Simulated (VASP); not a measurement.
Wanted: the native input for a VASP 6.6.1 run.

| Property | Result |
| --- | --- |
| Task | single point |
| Functional | PBEsol |
| Potentials or basis | VASP PAW PBE potentials, release 64 (Cu) |
| Cutoff | 520 eV |
| k mesh | 13 × 13 × 7 |
| Occupations | methfessel-paxton, width 0.15 eV |
| Spin | no spin polarisation |
| Dipole correction | no |
| Further INCAR settings | ALGO = Normal; EDIFF = 1e-07; NBANDS = 18 |

The structure of Cu lies in POSCAR:

```
Cu
1.0
    2.5674442057      0.0000000000      0.0000000000
   -1.2837215963      2.2234715223      0.0000000000
    0.0000000000      0.0000000000      4.1666899825
Cu
2
Direct
    0.3333333333      0.6666666667      0.2500000000
    0.6666666667      0.3333333333      0.7500000000
```

The input as run:

INCAR

```
ALGO     = Normal         # electronic algorithm
EDIFF    = 1E-7           # SCF threshold, eV
ENCUT    = 520            # plane-wave cutoff, eV
GGA      = PS             # functional
ISIF     = 2              # what is computed and relaxed
ISMEAR   = 1              # smearing method
LASPH    = T              # aspherical terms in the spheres
LCHARG   = F              # write CHGCAR
LREAL    = F              # projectors in reciprocal space
LWAVE    = F              # write WAVECAR
NBANDS   = 18             # bands
NELM     = 100            # most SCF steps
PREC     = Accurate       # precision mode
SIGMA    = 0.15           # smearing width, eV
```

KPOINTS

```
k-points
0
Gamma
  13 13 7
```

Potentials or basis: VASP PAW PBE potentials, release 64 (Cu).

The run is started by

```sh
$ cat potpaw_PBE.64/Cu/POTCAR > POTCAR
$ mpirun -np 1 vasp_std > vasp.out
```

It gave:

```
Pressure               : -6.8 GPa
Band gap on the k mesh : zero (band 11 reaches 10.28 eV, above the bottom of band 12 at 5.44 eV)
```

Caveat: the PAW data sets were made with another functional, which shifts forces and pressure a little.

Run time: 24 s on 1 thread of AMD EPYC 7R43 64-Core Processor (Zen 3), with other jobs on the host, peak memory 0.12 GiB.
